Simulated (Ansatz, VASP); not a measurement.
## One calculation of BAs, two programs

```xyz
2
Lattice="0.0000 2.2930 2.5796 2.2930 0.0000 2.5796 2.2930 2.2930 0.0000" Properties=species:S:1:pos:R:3 pbc="T T T"
B     0.0000    0.0000    0.0000
As    3.4394    3.4394    3.8694
```

Change from the starting cell: strain -0.040 along x and y, +0.080 along z, atoms carried along.

Alike in both runs: task single point; functional r2SCAN; k mesh 10 × 10 × 10; occupations gaussian, width 0.05 eV; no spin polarisation.

```csv
,VASP,Ansatz
version,VASP 6.6.1,Ansatz 0.2.0
potentials or method,"VASP PAW PBE potentials, release 64 (B, As), cutoff 520 eV","scalar-relativistic, plane waves, PAW"
valence electrons in the cell,8,18
```

Ansatz gave:

```
gap on the k mesh at the Fermi level (eV)                     : 0.42
least direct gap on the mesh (eV)                             : 2.80
pressure (GPa)                                                : 1.3
traceless stress, the component that is largest in VASP (GPa) : -20.63
```

Estimate VASP's values.

gap on the k mesh at the Fermi level (eV): 0.42; least direct gap on the mesh (eV): 2.81; pressure (GPa): 1.6; traceless stress, the component that is largest in VASP (GPa): -20.61.

VASP's potentials were made for PBE, not for r2SCAN. VASP's potentials hold 8 valence electrons a cell and Ansatz's 18, so a difference there can come from the potentials and not from the codes.
